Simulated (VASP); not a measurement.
Here is a VASP 6.6.1 calculation.

File INCAR:

```
ALGO = Fast ; EDIFF = 1E-6
ENCUT = 520 ; GGA = PS
ISIF = 2 ; ISMEAR = 0
LASPH = T ; LCHARG = F
LREAL = F ; LWAVE = F
NBANDS = 12 ; NELM = 80
PREC = Accurate ; SIGMA = 0.1
```

KPOINTS

```
k-points
0
Gamma
  18 18 18
```

Contents of POSCAR:

```
Ti
1.0
   -1.7118255600      1.7118255600      1.7118255600
    1.7118255600     -1.7118255600      1.7118255600
    1.7118255600      1.7118255600     -1.7118255600
Ti
1
Direct
    0.0000000000      0.0000000000      0.0000000000
```

Potentials or basis: VASP PAW PBE potentials, release 64 (Ti_sv).

Run with:

```sh
$ cat potpaw_PBE.64/Ti_sv/POTCAR > POTCAR
$ mpirun -np 1 vasp_std > vasp.out
```

(1) Predict the band gap on the k mesh.

(2) Predict the pressure.

Answers

(1) zero (bands 6 and 7 overlap by 1.43 eV).

(2) -16.1 GPa.

Caveat: the cell stands under tension; the PAW data sets were made with another functional, which shifts forces and pressure a little.
